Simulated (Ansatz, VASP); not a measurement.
Two plane-wave programs on PbS

```xyz
2
Lattice="0.0000 3.0044 3.0044 3.0044 0.0000 3.0044 3.0044 3.0044 0.0000" Properties=species:S:1:pos:R:3 pbc="T T T"
Pb    0.0000    0.0000    0.0000
S     3.0044    3.0044    3.0044
```

Alike in both runs: functional PBE; k mesh 10 × 10 × 10; occupations gaussian, width 0.02 eV; no spin polarisation.

Ansatz relaxed the structure, and its values are those at the end. VASP's run is a single point on that final structure, the one shown.

```csv
,VASP,Ansatz
version,VASP 6.6.1,Ansatz 0.2.0
potentials or method,"VASP PAW PBE potentials, release 64 (Pb_d, S), cutoff 520 eV","scalar-relativistic, plane waves, PAW"
valence electrons in the cell,20,20
```

Ansatz gave:

| Item | Value |
| --- | --- |
| gap on the k mesh at the Fermi level (eV) | 0.49 |
| least direct gap on the mesh (eV) | 0.49 |
| pressure (GPa) | 0.0 |

**Question.** Estimate VASP's values.

**Answer.** gap on the k mesh at the Fermi level (eV): 0.50; least direct gap on the mesh (eV): 0.50; pressure (GPa): -0.1.

The functional is the same, so the differences come from potentials, cutoffs and numerics.

Spin-orbit coupling is off throughout.
